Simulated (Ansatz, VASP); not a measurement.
## Al2O3: VASP beside Ansatz

```
CELL_PARAMETERS angstrom
2.40435 1.38815 4.48384
-2.40435 1.38815 4.48384
0.00000 -2.77631 4.48384
ATOMIC_POSITIONS crystal
Al 0.85215 0.85215 0.85215
Al 0.64785 0.64785 0.64785
Al 0.14785 0.14785 0.14785
Al 0.35215 0.35215 0.35215
O 0.05618 0.44382 0.75000
O 0.75000 0.05618 0.44382
O 0.44382 0.75000 0.05618
O 0.94382 0.55618 0.25000
O 0.25000 0.94382 0.55618
O 0.55618 0.25000 0.94382
```

Change from the starting cell: strain +0.000 along x and y, +0.025 along z, atoms carried along.

Alike in both runs: task single point; functional PBE; k mesh 6 × 6 × 6; occupations gaussian, width 0.05 eV; no spin polarisation.

|  | VASP | Ansatz |
| --- | --- | --- |
| version | VASP 6.6.1 | Ansatz 0.2.0 |
| potentials or method | VASP PAW PBE potentials, release 64 (Al, O), cutoff 520 eV | scalar-relativistic, plane waves, PAW |
| valence electrons in the cell | 48 | 48 |

Ansatz gave:

* gap on the k mesh at the Fermi level (eV): 5.51
* least direct gap on the mesh (eV): 5.51
* pressure (GPa): -5.1
* traceless stress, the component that is largest in VASP (GPa): -6.03
* rms of the force components (eV/Å): 0.045

**Question.** What did VASP give for the same quantities?

**Answer.** gap on the k mesh at the Fermi level (eV): 5.50; least direct gap on the mesh (eV): 5.50; pressure (GPa): -5.3; traceless stress, the component that is largest in VASP (GPa): -6.06; rms of the force components (eV/Å): 0.044.

Atom by atom the forces differ by 0.001 eV/Å (rms over components).
